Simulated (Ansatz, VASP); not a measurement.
## Two plane-wave programs on Ir

```
CELL_PARAMETERS angstrom
0.00000 1.92285 1.92285
1.92285 0.00000 1.92285
1.92285 1.92285 0.00000
ATOMIC_POSITIONS crystal
Ir 0.00000 0.00000 0.00000
```

Alike in both runs: task single point; functional r2SCAN; k mesh 14 × 14 × 14; no spin polarisation.

```csv
,VASP,Ansatz
version,VASP 6.6.1,Ansatz 0.2.0
potentials or method,"VASP PAW PBE potentials, release 64 (Ir), cutoff 520 eV","plane waves (500 eV) with PAW, scalar-relativistic"
occupations,"methfessel-paxton of order 1, width 0.1 eV","cold, width 0.1 eV"
valence electrons in the cell,9,17
```

```csv
,VASP,Ansatz,Ansatz less VASP
pressure (GPa),2.2,-0.2,-2.48
```

VASP's potentials were made for PBE, not for r2SCAN. VASP's potentials hold 9 valence electrons a cell and Ansatz's 17, so a difference there can come from the potentials and not from the codes.

Spin-orbit coupling is off throughout.
